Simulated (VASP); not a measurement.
# MgO (Fm-3m) in VASP: further runs, part 2 of 2

VASP 6.6.1.

### 3 Relaxation of cell and atoms, PBE

This run uses another cell than the first one, of 9.22 Å³/atom, 0.959 times its volume.

INCAR reads:

```
ALGO = Normal ; EDIFF = 1E-7
EDIFFG = -0.04 ; ENCUT = 600
GGA = PE ; GGA_COMPAT = False
IBRION = 2 ; ISIF = 3
ISMEAR = 0 ; LASPH = True
LCHARG = False ; LREAL = False
LWAVE = False ; NELM = 120
NELMIN = 4 ; NSW = 90
PREC = Accurate ; SIGMA = 0.1
```

KPOINTS reads:

```
k-points
0
Gamma
  8 8 8
```

POSCAR reads:

```
MgO
1.0
    0.0000000000      2.0970013100      2.0970013100
    2.0970013100      0.0000000000      2.0970013100
    2.0970013100      2.0970013100      0.0000000000
Mg O
1 1
Direct
    0.0000000000      0.0000000000      0.0000000000
    0.5000000000      0.5000000000      0.5000000000
```

Potentials or basis: VASP PAW PBE potentials, release 64 (Mg, O).

Started as:

```sh
> cat potpaw_PBE.64/Mg/POTCAR potpaw_PBE.64/O/POTCAR > POTCAR
> mpirun -np 1 vasp_std > vasp.out
```

OUTCAR:

```text
EDIFF = 1E-7
   EDIFFG = -0.04
   ENCUT = 600
   GGA = PE
   IBRION = 2
   ISIF = 3
   ISMEAR = 0
   LASPH = True
   LREAL = False
   NELM = 120
   NELMIN = 4
   NSW = 90
   PREC = Accurate

 ion  position               nearest neighbor table
   1  0.000  0.000  0.000-   2 2.10   2 2.10   2 2.10   2 2.10   2 2.10   2 2.10
   2  0.500  0.500  0.500-   1 2.10   1 2.10   1 2.10   1 2.10   1 2.10   1 2.10

  LATTYP: Found a face centered cubic cell.
 ALAT       =     4.1940026200

  Lattice vectors:

 A1 = (   0.0000000000,   2.0970013100,   2.0970013100)
 A2 = (   2.0970013100,   0.0000000000,   2.0970013100)
 A3 = (   2.0970013100,   2.0970013100,   0.0000000000)

Analysis of symmetry for initial positions (statically):
=====================================================================
 Subroutine PRICEL returns:
 Original cell was already a primitive cell.

 Routine SETGRP: Setting up the symmetry group for a
 face centered cubic supercell.

 Subroutine GETGRP returns: Found 48 space group operations
 (whereof 48 operations were pure point group operations)
 out of a pool of 48 trial point group operations.

The static configuration has the point symmetry O_h .

Analysis of symmetry for dynamics (positions and initial velocities):
=====================================================================
 Subroutine PRICEL returns:
 Original cell was already a primitive cell.

[... 226 lines left out ...]
--------------------------------------- Ionic step        3  -------------------------------------------

 number of electron       8.0000004 magnetization

 Free energy of the ion-electron system (eV)
  ---------------------------------------------------
  ext. energy  EPLUGINS =         0.00000000
  ---------------------------------------------------
  free energy    TOTEN  =       -11.91331817 eV

  energy without entropy =      -11.91331817  energy(sigma->0) =      -11.91331817

 E-fermi :   3.4905     XC(G=0): -10.9681

 val. band max:        3.0119686480   @ k =   0.0000   0.0000   0.0000
 cond. band min:       7.5152439964   @ k =   0.0000   0.0000   0.0000
 fundamental gap:      4.5032753485
 Fermi energy:         3.4904513277

 k-point     1 :       0.0000    0.0000    0.0000
  band No.  band energies     occupation
      1     -14.1326      2.00000
      2       3.0120      2.00000
      3       3.0120      2.00000
      4       3.0120      2.00000
      5       7.5152      0.00000
      6      18.6811      0.00000
      7      18.6811      0.00000
      8      18.6811      0.00000
[... 243 lines left out ...]
 k-point    24 :      -0.3750    0.2500    0.1250
  band No.  band energies     occupation
      1     -12.7622      2.00000
      2      -0.8972      2.00000
      3       1.1295      2.00000
      4       2.0566      2.00000
      5      12.5199      0.00000
      6      14.9840      0.00000
      7      16.2579      0.00000
      8      19.6258      0.00000

 [... further k-points ...]

------------------------ aborting loop because EDIFF is reached ----------------------------------------

  FORCE on cell =-STRESS in cart. coord.  units (eV):
  Direction    XX          YY          ZZ          XY          YZ          ZX
  --------------------------------------------------------------------------------------
  -------------------------------------------------------------------------------------
  Total        0.0010887      0.0010887      0.0010887      0.0000000     -0.0000000     -0.0000000
  in kB        0.0912127      0.0912127      0.0912127      0.0000000     -0.0000000     -0.0000000
  external PRESSURE =       0.0912127 kB  Pullay stress =       0.0000000 kB
[... 17 lines left out ...]
  FREE ENERGIE OF THE ION-ELECTRON SYSTEM (eV)
  ---------------------------------------------------
  free  energy   TOTEN  =       -11.9133181717 eV

  energy  without entropy=      -11.9133181717  energy(sigma->0) =      -11.91331817

 reached required accuracy - stopping structural energy minimisation
```

OSZICAR:

```text
N       E                     dE             d eps       ncg     rms          rms(c)
DAV:   1     0.237633739809E+02    0.23763E+02   -0.54931E+03   520   0.103E+03
DAV:   2    -0.128597722955E+02   -0.36623E+02   -0.32353E+02   576   0.157E+02
DAV:   3    -0.134608617863E+02   -0.60109E+00   -0.60109E+00   536   0.246E+01
[... 23 lines left out ...]
DAV:   3    -0.119133578945E+02    0.95138E-04   -0.57110E-04   512   0.292E-01    0.439E-02
DAV:   4    -0.119133178655E+02    0.40029E-04   -0.49737E-05   464   0.772E-02    0.973E-03
DAV:   5    -0.119133179517E+02   -0.86157E-07   -0.59051E-06   488   0.189E-02    0.221E-03
DAV:   6    -0.119133181518E+02   -0.20008E-06   -0.55182E-08   272   0.261E-03    0.232E-04
DAV:   7    -0.119133181717E+02   -0.19969E-07   -0.30434E-09   256   0.509E-04
   3 F= -.11913318E+02 E0= -.11913318E+02  d E =-.122320E-01
```

Wall time 12 s (1 thread of Intel Xeon Platinum 8259CL at 2.50GHz (Skylake/Cascade Lake), shared host); peak memory 0.14 GiB.

Results:

```yaml
Free_energy: -11.9133 eV
Relaxed_volume: 9.56 Å³/atom
Relaxed_cell: a = 3.002 Å, b = 3.002 Å, c = 3.002 Å, α = 60.00°, β = 60.00°, γ = 60.00°
Space_group_after_relaxing_to_0.05_Å: Fm-3m (No. 225)
Energy_gained_by_relaxing: 6.1 meV/atom
Ionic_steps: 3
Pressure_after_relaxing: 0.0 GPa
Band_gap_on_the_k_mesh: 4.50 eV, direct
```

Step by step:
| step | energy change (eV) | largest force (eV/Å) | pressure (GPa) | volume (Å³) |
| --- | --- | --- | --- | --- |
| 1 | 0.0000 | 0.0000 | 5.93 | 18.44 |
| 2 | -0.0108 | 0.0000 | -1.87 | 19.37 |
| 3 | -0.0122 | 0.0000 | 0.01 | 19.12 |

Final structure:
```
CELL_PARAMETERS angstrom
0.00000 2.12251 2.12251
2.12251 0.00000 2.12251
2.12251 2.12251 0.00000
ATOMIC_POSITIONS crystal
Mg 0.00000 0.00000 0.00000
O 0.50000 0.50000 0.50000
```

As with any semilocal functional, this PBE gap is likely too small.
